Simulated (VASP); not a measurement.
A run of VASP 6.6.1 is set up as follows.

File INCAR:

```
PREC = Accurate ; ENCUT = 600
EDIFF = 1E-7 ; ISMEAR = 0
SIGMA = 0.1 ; LREAL = F
LASPH = T ; NELM = 80
ALGO = Normal ; ISIF = 3
LWAVE = F ; LCHARG = F
GGA = PE ; IBRION = 2
NSW = 90 ; EDIFFG = -0.04
```

KPOINTS

```
Automatic mesh
0
Gamma
  4 4 2
```

POSCAR

```
ZrMo2C2
1.0
    4.0517548600      0.0000000000      0.0000000000
    0.0000000000      4.0517548600      0.0000000000
    0.0000000000      0.0000000000      9.0774187500
Zr Mo C
2 4 4
Direct
    0.0000000000      0.5000000000      0.2410299900
    0.5000000000      0.0000000000      0.7589700100
    0.0000000000      0.0000000000      0.0000000000
    0.5000000000      0.5000000000      0.0000000000
    0.0000000000      0.5000000000      0.6250770100
    0.5000000000      0.0000000000      0.3749229900
    0.0000000000      0.0000000000      0.5000000000
    0.5000000000      0.5000000000      0.5000000000
    0.0000000000      0.5000000000      0.8713859900
    0.5000000000      0.0000000000      0.1286140100
```

Potentials or basis: VASP PAW PBE potentials, release 64 (Zr_sv, Mo_sv, C).

Command:

```console
$ cat potpaw_PBE.64/Zr_sv/POTCAR potpaw_PBE.64/Mo_sv/POTCAR potpaw_PBE.64/C/POTCAR > POTCAR
$ mpirun -np 1 vasp_std > vasp.out
```

(1) What does it give for the relaxed cell?

(2) What does it give for the relaxed volume?

(3) Estimate the space group after relaxing (to 0.1 Å).

(4) What does it give for the band gap on the k mesh?

Results:

(1) a = 3.745 Å, b = 3.745 Å, c = 9.257 Å, α = 90.00°, β = 90.00°, γ = 90.00°.

(2) 12.98 Å³/atom.

(3) P4/nmm (No. 129).

(4) zero (bands 48 and 49 overlap by 0.38 eV).

Caveat: the k points lie up to 0.42 Å⁻¹ apart in the final cell.
